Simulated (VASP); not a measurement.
# Mg (I4/mmm) in VASP: a series of runs, part 3 of 3

VASP 6.6.1.

## (4) Single point, PBEsol

This run uses another cell than the first one, of 21.06 Å³/atom.

Contents of INCAR:

```
SYSTEM = Mg
PREC = Accurate ; ENCUT = 520
EDIFF = 1E-6 ; ISMEAR = 0
SIGMA = 0.15 ; LREAL = .False.
LASPH = .True. ; NELM = 100
ALGO = Normal ; ISIF = 2
LWAVE = .False. ; LCHARG = .False.
GGA = PS ; NBANDS = 7
```

Contents of KPOINTS:

```
Automatic mesh
0
Gamma
  18 18 18
  0 0 0
```

Contents of POSCAR:

```
Mg
1.0
   -1.6944000000      1.6944000000      1.8339000000
    1.6944000000     -1.6944000000      1.8339000000
    1.6944000000      1.6944000000     -1.8339000000
Mg
1
Direct
    0.0000000000      0.0000000000      0.0000000000
```

Potentials or basis: VASP PAW PBE potentials, release 64 (Mg).

Run with:

```bash
> cat potpaw_PBE.64/Mg/POTCAR > POTCAR
> mpirun -np 1 vasp_std > vasp.out
```

OUTCAR:

```text
SYSTEM = Mg
   PREC = Accurate
   ENCUT = 520
   EDIFF = 1E-6
   ISMEAR = 0
   LREAL = .False.
   LASPH = .True.
   NELM = 100
   ISIF = 2
   GGA = PS

 ion  position               nearest neighbor table
   1  0.000  0.000  0.000-

  LATTYP: Found a body centered tetragonal cell.
 ALAT       =     3.3888000000
 C/A-ratio  =     1.0823300283

  Lattice vectors:

 A1 = (  -1.6944000000,   1.6944000000,   1.8339000000)
 A2 = (   1.6944000000,  -1.6944000000,   1.8339000000)
 A3 = (   1.6944000000,   1.6944000000,  -1.8339000000)

Analysis of symmetry for initial positions (statically):
=====================================================================
 Subroutine PRICEL returns:
 Original cell was already a primitive cell.

 Routine SETGRP: Setting up the symmetry group for a
 body centered tetragonal supercell.

 Subroutine GETGRP returns: Found 16 space group operations
 (whereof 16 operations were pure point group operations)
 out of a pool of 16 trial point group operations.

The static configuration has the point symmetry D_4h.

Analysis of symmetry for dynamics (positions and initial velocities):
=====================================================================
 Subroutine PRICEL returns:
 Original cell was already a primitive cell.

 Routine SETGRP: Setting up the symmetry group for a
 body centered tetragonal supercell.

 Subroutine GETGRP returns: Found 16 space group operations
 (whereof 16 operations were pure point group operations)
 out of a pool of 16 trial point group operations.

The dynamic configuration has the point symmetry D_4h.

 Subroutine INISYM returns: Found 16 space group operations
 (whereof 16 operations are pure point group operations),
 and found     1 'primitive' translations

----------------------------------------------------------------------------------------

                                     Primitive cell

  volume of cell :      21.0604

  direct lattice vectors                    reciprocal lattice vectors
    -1.694400000  1.694400000  1.833900000     0.000000000  0.295089707  0.272643001
     1.694400000 -1.694400000  1.833900000     0.295089707  0.000000000  0.272643001
     1.694400000  1.694400000 -1.833900000     0.295089707  0.295089707  0.000000000

  length of vectors
     3.017477743  3.017477743  3.017477743     0.401761299  0.401761299  0.417319866

  position of ions in fractional coordinates (direct lattice)
     0.000000000  0.000000000  0.000000000

  ion indices of the primitive-cell ions
   primitive index   ion index
                 1           1

----------------------------------------------------------------------------------------

 KPOINTS: Automatic mesh

Automatic generation of k-mesh.
 Grid dimensions read from file:
 generate k-points for:   18   18   18

 Generating k-lattice:

  Cartesian coordinates                     Fractional coordinates (reciprocal lattice)
     0.000000000  0.016393873  0.015146833     0.055555556  0.000000000 -0.000000000
     0.016393873  0.000000000  0.015146833     0.000000000  0.055555556 -0.000000000
     0.016393873  0.016393873  0.000000000     0.000000000  0.000000000  0.055555556

  Length of vectors
     0.022320072  0.022320072  0.023184437

  Shift w.r.t. Gamma in fractional coordinates (k-lattice)
     0.000000000  0.000000000  0.000000000

 Subroutine IBZKPT returns following result:
 ===========================================

 Found    480 irreducible k-points:

 Following reciprocal coordinates:
            Coordinates               Weight
  0.000000  0.000000  0.000000      1.000000
  0.055556  0.000000  0.000000      8.000000
  0.111111  0.000000  0.000000      8.000000
  0.166667  0.000000  0.000000      8.000000
  0.222222  0.000000  0.000000      8.000000
  0.277778  0.000000  0.000000      8.000000
[... 16 lines left out ...]
 -0.277778  0.055556  0.000000     16.000000
 -0.222222  0.055556  0.000000     16.000000
 [... further k-points ...]
   k-points           NKPTS =    480   k-points in BZ     NKDIM =    480   number of bands    NBANDS=      7
   number of dos      NEDOS =    301   number of ions     NIONS =      1
   total plane-waves  NPLWV =  13824
   dimension x,y,z NGX =    24 NGY =   24 NGZ =   24
   dimension x,y,z NGXF=    48 NGYF=   48 NGZF=   48
   ions per type =               1
   NGX,Y,Z   is equivalent  to a cutoff of  13.22, 13.22, 13.22 a.u.
   NGXF,Y,Z  is equivalent  to a cutoff of  26.45, 26.45, 26.45 a.u.
 SYSTEM =  Mg
   PREC   = accura    normal or accurate (medium, high low for compatibility)
   ISTART =      0    job   : 0-new  1-cont  2-samecut
   ICHARG =      2    charge: 1-file 2-atom 10-const
   ISPIN  =      1    spin polarized calculation?
   LNONCOLLINEAR =      F non collinear calculations
   LSORBIT =      F    spin-orbit coupling
   LASPH  =      T    aspherical Exc in radial PAW
   ENCUT  =  520.0 eV  38.22 Ry    6.18 a.u.   5.61  5.61  5.61*2*pi/ulx,y,z
   NELM   =    100;   NELMIN=  2; NELMDL= -5     # of ELM steps
   EDIFF  = 0.1E-05   stopping-criterion for ELM
   LREAL  =      F    real-space projection
   EDIFFG = 0.1E-04   stopping-criterion for IOM
   NSW    =      0    number of steps for IOM
   IBRION =     -1    ionic relax: 0-MD 1-quasi-New 2-CG
   NFREE  =      0    steps in history (QN), initial steepest desc. (CG)
   ISIF   =      2    stress and relaxation
   ISYM   =      2    0-nonsym 1-usesym 2-fastsym
   POTIM  = 0.5000    time-step for ionic-motion
   TEBEG  =    0.0;   TEEND  =   0.0 temperature during run
   PSTRESS=    0.0 pullay stress
   NELECT =       2.0000    total number of electrons
   NUPDOWN=      -1.0000    fix difference up-down
   EMIN   =  10.00;   EMAX   =-10.00  energy-range for DOS
   EFERMI =   0.00;   METHOD = LEGACY
   ISMEAR =     0;   SIGMA  =   0.15  broadening in eV -4-tet -1-fermi 0-gaus
   EFERMI_NEDOS =   21; number of points for ismear=-14 and -15
   IALGO  =     38    algorithm
   IMIX   =      4    mixing-type and parameters
     AMIX     =   0.40;   BMIX     =  1.00
     AMIX_MAG =   1.60;   BMIX_MAG =  1.00
  volume/ion in A,a.u.               =      21.06       142.12
  Fermi-wavevector in a.u.,A,eV,Ry     =   0.746900  1.411436  7.590136  0.557859
  Thomas-Fermi vector in A             =   1.842829
   LORBIT       =      0    0 simple, 1 ext, 2 COOP (PROOUT), +10 PAW based schemes
   GGA     = PS    functional components
   LHFCALC =     F    Hartree Fock is set to
   AEXX    =    0.0000 exact exchange contribution
   IVDW    =     0    specifies the selected vdW correction
   LEPSILON=     F    determine dielectric tensor
   LRPA    =     F    only Hartree local field effects (RPA)
 non-spin polarized calculation
 Gauss-broadening in eV      SIGMA  =   0.15
  energy-cutoff  :      520.00
  volume of cell :       21.06
 maximum number of plane-waves:       587
   NGX = 11   NGY = 11   NGZ = 11

 number of electron       2.0000000 magnetization

 Free energy of the ion-electron system (eV)
  ---------------------------------------------------
  ext. energy  EPLUGINS =         0.00000000
  ---------------------------------------------------
  free energy    TOTEN  =        -1.68788259 eV

  energy without entropy =       -1.68397197  energy(sigma->0) =       -1.68592728

 E-fermi :   3.0808     XC(G=0):  -8.8112

 val. band max:        3.0699125173   @ k =   0.3889   0.3889   0.1111
 cond. band min:       3.1182212510   @ k =  -0.3889  -0.4444   0.1667
 fundamental gap:      0.0483087337
 Fermi energy:         3.0807650228

 k-point     1 :       0.0000    0.0000    0.0000
  band No.  band energies     occupation
      1      -4.2508      2.00000
      2      16.1985      0.00000
      3      16.1985      0.00000
      4      17.8001      0.00000
      5      17.9129      0.00000
      6      18.8526      0.00000
      7      19.1180      0.00000
[... 221 lines left out ...]
 k-point    24 :      -0.2222    0.0556    0.0000
  band No.  band energies     occupation
      1      -3.2545      2.00000
      2      10.5062      0.00000
      3      13.9292      0.00000
      4      14.6601      0.00000
      5      16.8789      0.00000
      6      17.0846      0.00000
      7      19.0563      0.00000

 [... further k-points ...]

------------------------ aborting loop because EDIFF is reached ----------------------------------------

  FORCE on cell =-STRESS in cart. coord.  units (eV):
  Direction    XX          YY          ZZ          XY          YZ          ZX
  --------------------------------------------------------------------------------------
  -------------------------------------------------------------------------------------
  Total        0.3490715      0.3490715      0.3753912      0.0000000     -0.0000000      0.0000000
  in kB       26.5556812     26.5556812     28.5579605      0.0000000     -0.0000000      0.0000000
  external PRESSURE =      27.2231076 kB  Pullay stress =       0.0000000 kB

 VOLUME and BASIS-vectors are now :
 -----------------------------------------------------------------------------
  energy-cutoff  :      520.00
  volume of cell :       21.06
      direct lattice vectors                 reciprocal lattice vectors
    -1.694400000  1.694400000  1.833900000     0.000000000  0.295089707  0.272643001
     1.694400000 -1.694400000  1.833900000     0.295089707  0.000000000  0.272643001
     1.694400000  1.694400000 -1.833900000     0.295089707  0.295089707  0.000000000

 POSITION                                       TOTAL-FORCE (eV/Angst)
 -----------------------------------------------------------------------------------
      0.00000      0.00000      0.00000         0.000000     -0.000000      0.000000
 -----------------------------------------------------------------------------------
    total drift:                               -0.000000      0.000000      0.000000

  FREE ENERGIE OF THE ION-ELECTRON SYSTEM (eV)
  ---------------------------------------------------
  free  energy   TOTEN  =        -1.6878825915 eV

  energy  without entropy=       -1.6839719667  energy(sigma->0) =       -1.68592728
```

OSZICAR:

```text
N       E                     dE             d eps       ncg     rms          rms(c)
DAV:   1    -0.100015871463E+01   -0.10002E+01   -0.79844E+02  7350   0.196E+02
DAV:   2    -0.169710016689E+01   -0.69694E+00   -0.66503E+00  8855   0.115E+01
DAV:   3    -0.169960745856E+01   -0.25073E-02   -0.25062E-02  8484   0.785E-01
DAV:   4    -0.169961214355E+01   -0.46850E-05   -0.46849E-05  9646   0.246E-02
DAV:   5    -0.169961215477E+01   -0.11224E-07   -0.10983E-07  8596   0.822E-04    0.675E-01
DAV:   6    -0.169326644722E+01    0.63457E-02   -0.26766E-04  7560   0.916E-02    0.429E-01
DAV:   7    -0.168788000245E+01    0.53864E-02   -0.11623E-03  7210   0.168E-01    0.219E-02
DAV:   8    -0.168788250877E+01   -0.25063E-05   -0.10126E-05 10087   0.183E-02    0.512E-03
DAV:   9    -0.168788259150E+01   -0.82727E-07   -0.53870E-07  7301   0.298E-03
   1 F= -.16878826E+01 E0= -.16859273E+01  d E =-.391062E-02
```

It took 24 s on 1 thread of AMD EPYC 9R45 (Zen 5), shared host; peak memory 0.16 GiB.

Results:

| Property | Result |
| --- | --- |
| Free energy | -1.6879 eV |
| Pressure | 2.7 GPa |
| Band gap on the k mesh | zero (bands 1 and 2 overlap by 4.02 eV) |

Caveat: the PAW data sets were made with another functional, which shifts forces and pressure a little.

## (5) Single point, PBEsol

This run uses another cell than the first one, of 21.72 Å³/atom.

Contents of INCAR:

```
SYSTEM = Mg
PREC = Accurate
ENCUT = 520
EDIFF = 1E-6
ISMEAR = 0
SIGMA = 0.15
LREAL = .False.
LASPH = .True.
NELM = 60
ALGO = Fast
ISIF = 2
LWAVE = .False.
LCHARG = .False.
GGA = PS
NBANDS = 7
```

Contents of KPOINTS:

```
regular mesh
0
Gamma
  18 18 18
  0 0 0
```

Contents of POSCAR:

```
Mg
1.0
   -1.8644500000      1.8644500000      1.5622000000
    1.8644500000     -1.8644500000      1.5622000000
    1.8644500000      1.8644500000     -1.5622000000
Mg
1
Direct
    0.0000000000      0.0000000000      0.0000000000
```

Run with:

```bash
> cat potpaw_PBE.64/Mg/POTCAR > POTCAR
> mpirun -np 1 vasp_std > vasp.out
```

Run time: 25 s. Hardware: 1 thread of AMD EPYC 9R45 (Zen 5), shared host; peak memory 0.17 GiB.

It converged, with:

```yaml
Free_energy: -1.6817 eV
Pressure: 1.9 GPa
Band_gap_on_the_k_mesh: zero (bands 1 and 2 overlap by 4.58 eV)
```

Stress tensor (GPa, compression positive):
```
0.85 0.00 0.00
0.00 0.85 0.00
0.00 0.00 3.86
```

Levels at points of the mesh, in eV from the Fermi level:
```
           k point  band 1  band 2  band 3  band 4  band 5  band 6
(0.00, 0.00, 0.00)   -7.17   11.13   13.50   13.58   13.58   15.07
(0.50, 0.00, 0.00)   -1.20   -0.35    7.95    8.97    9.59   11.57
(0.50, 0.50, 0.00)   -2.05   -1.71   11.38   12.25   12.78   13.26
(0.50, 0.50, 0.50)    2.70    2.70    3.21    3.94    7.28    9.41
```

Caveat: the PAW data sets were made with another functional, which shifts forces and pressure a little.

## (6) Single point, PBEsol

This run uses another cell than the first one, of 21.65 Å³/atom.

Contents of INCAR:

```
SYSTEM = Mg
ALGO = Normal
EDIFF = 1E-7
ENCUT = 520
GGA = PS
ISIF = 2
ISMEAR = 0
LASPH = .True.
LCHARG = .True.
LELF = .True.
LREAL = .False.
LVHAR = .True.
LWAVE = .False.
NBANDS = 7
NELM = 80
PREC = Accurate
SIGMA = 0.15
```

Contents of KPOINTS:

```
k-points
0
Gamma
  18 18 18
  0 0 0
```

Contents of POSCAR:

```
Mg
1.0
   -1.8219578674      1.8219578674      1.6301500000
    1.8219578674     -1.8219578674      1.6301500000
    1.8219578674      1.8219578674     -1.6301500000
Mg
1
Direct
    0.0000000000      0.0000000000      0.0000000000
```

Potentials or basis: VASP PAW PBE potentials, release 64 (Mg).

Run with:

```bash
> cat potpaw_PBE.64/Mg/POTCAR > POTCAR
> mpirun -np 1 vasp_std > vasp.out
```

OUTCAR:

```text
SYSTEM = Mg
   EDIFF = 1E-7
   ENCUT = 520
   GGA = PS
   ISIF = 2
   ISMEAR = 0
   LASPH = .True.
   LREAL = .False.
   NELM = 80
   PREC = Accurate

 ion  position               nearest neighbor table
   1  0.000  0.000  0.000-

  LATTYP: Found a body centered tetragonal cell.
 ALAT       =     3.6439157348
 C/A-ratio  =     0.8947243123

  Lattice vectors:

 A1 = (  -1.8219578674,   1.8219578674,   1.6301500000)
 A2 = (   1.8219578674,  -1.8219578674,   1.6301500000)
 A3 = (   1.8219578674,   1.8219578674,  -1.6301500000)

Analysis of symmetry for initial positions (statically):
=====================================================================
 Subroutine PRICEL returns:
 Original cell was already a primitive cell.

 Routine SETGRP: Setting up the symmetry group for a
 body centered tetragonal supercell.

 Subroutine GETGRP returns: Found 16 space group operations
 (whereof 16 operations were pure point group operations)
 out of a pool of 16 trial point group operations.

The static configuration has the point symmetry D_4h.
[... 158 lines left out ...]

 E-fermi :   2.9197     XC(G=0):  -8.7220

 val. band max:        2.8971807138   @ k =  -0.3333  -0.3889   0.1111
 cond. band min:       2.9262908071   @ k =  -0.2778   0.5000   0.2778
 fundamental gap:      0.0291100933
 Fermi energy:         2.9196885463

 k-point     1 :       0.0000    0.0000    0.0000
  band No.  band energies     occupation
      1      -4.2798      2.00000
      2      14.8585      0.00000
      3      17.1436      0.00000
      4      17.2664      0.00000
      5      17.2664      0.00000
      6      17.4722      0.00000
      7      17.4722      0.00000
[... 221 lines left out ...]
 k-point    24 :      -0.2222    0.0556   -0.0000
  band No.  band energies     occupation
      1      -3.2939      2.00000
      2      11.2284      0.00000
      3      11.9704      0.00000
      4      14.4800      0.00000
      5      14.9972      0.00000
      6      17.8132      0.00000
      7      19.8529      0.00000

 [... further k-points ...]

------------------------ aborting loop because EDIFF is reached ----------------------------------------

  FORCE on cell =-STRESS in cart. coord.  units (eV):
  Direction    XX          YY          ZZ          XY          YZ          ZX
  --------------------------------------------------------------------------------------
  -------------------------------------------------------------------------------------
  Total        0.1886171      0.1886171      0.2869088      0.0000000     -0.0000000      0.0000000
  in kB       13.9613503     13.9613503     21.2368531      0.0000000     -0.0000000      0.0000000
  external PRESSURE =      16.3865179 kB  Pullay stress =       0.0000000 kB

 VOLUME and BASIS-vectors are now :
 -----------------------------------------------------------------------------
  energy-cutoff  :      520.00
  volume of cell :       21.65
      direct lattice vectors                 reciprocal lattice vectors
    -1.821957867  1.821957867  1.630150000     0.000000000  0.274430056  0.306720240
     1.821957867 -1.821957867  1.630150000     0.274430056  0.000000000  0.306720240
     1.821957867  1.821957867 -1.630150000     0.274430056  0.274430056  0.000000000

 POSITION                                       TOTAL-FORCE (eV/Angst)
 -----------------------------------------------------------------------------------
      0.00000      0.00000      0.00000         0.000000      0.000000     -0.000000
 -----------------------------------------------------------------------------------
    total drift:                                0.000000     -0.000000     -0.000000

  FREE ENERGIE OF THE ION-ELECTRON SYSTEM (eV)
  ---------------------------------------------------
  free  energy   TOTEN  =        -1.6910185275 eV

  energy  without entropy=       -1.6862300506  energy(sigma->0) =       -1.68862429
```

stdout:

```text
POSCAR found type information on POSCAR Mg
 POSCAR found :  1 types and       1 ions
 scaLAPACK will be used
 -----------------------------------------------------------------------------
|                                                                             |
|                                                                             |
|     You enforced a specific xc type in the INCAR file but a different       |
|     I HOPE YOU KNOW WHAT YOU ARE DOING!                                     |
|                                                                             |
 -----------------------------------------------------------------------------

 LDA part: xc-table for (Slater+PW92), standard interpolation
 POSCAR, INCAR and KPOINTS ok, starting setup
 FFT: planning ... GRIDC
 FFT: planning ... GRID_SOFT
 FFT: planning ... GRID
 WAVECAR not read
 entering main loop
```

Wall time 24 s (1 thread of AMD EPYC 9R45 (Zen 5), shared host); peak memory 0.17 GiB.

Results:

* Free energy: -1.6910 eV
* Pressure: 1.6 GPa
* Band gap on the k mesh: zero (bands 1 and 2 overlap by 4.59 eV)

Levels at points of the mesh, in eV from the Fermi level:
| k point | band 1 | band 2 | band 3 | band 4 | band 5 | band 6 |
| --- | --- | --- | --- | --- | --- | --- |
| (0.00, 0.00, 0.00) | -7.20 | 11.94 | 14.22 | 14.35 | 14.35 | 14.55 |
| (0.50, 0.00, 0.00) | -1.37 | -0.59 | 8.23 | 9.23 | 9.93 | 11.73 |
| (0.50, 0.50, 0.00) | -1.90 | -1.42 | 10.33 | 11.25 | 12.19 | 12.55 |
| (0.50, 0.50, 0.50) | 3.17 | 3.17 | 3.48 | 4.18 | 5.98 | 8.68 |

Caveat: the PAW data sets were made with another functional, which shifts forces and pressure a little.

## (7) Overview

```tsv
cell	gap on the mesh (eV)	pressure (GPa)
a = 3.031 Å, angles 104.1, 104.1, 120.9°, 1 atom	none	4.5
a = 3.013 Å, angles 105.6, 105.6, 117.5°, 1 atom	none	3.8
a = 3.017 Å, angles 111.7, 111.7, 105.1°, 1 atom	none	2.7
a = 3.065 Å, angles 105.1, 105.1, 118.7°, 1 atom	none	1.9
a = 3.049 Å, angles 106.6, 106.6, 115.4°, 1 atom	none	1.6
```

Alike in all rows: task single point; level PBEsol; potentials or basis VASP PAW PBE potentials, release 64 (Mg); no spin polarisation; k mesh 18 × 18 × 18; cutoff (eV) 520; smearing gaussian 0.15 eV.

Caveats: the PAW data sets were made with another functional, which shifts forces and pressure a little; the stress differs along the axes, from 3 to 8 GPa (at least some runs); the cell stands under pressure (at least some runs).

Absolute energies hang on the potentials; compare differences alone.

The gap in the log of VASP goes by the Fermi energy; the results here count the filled bands.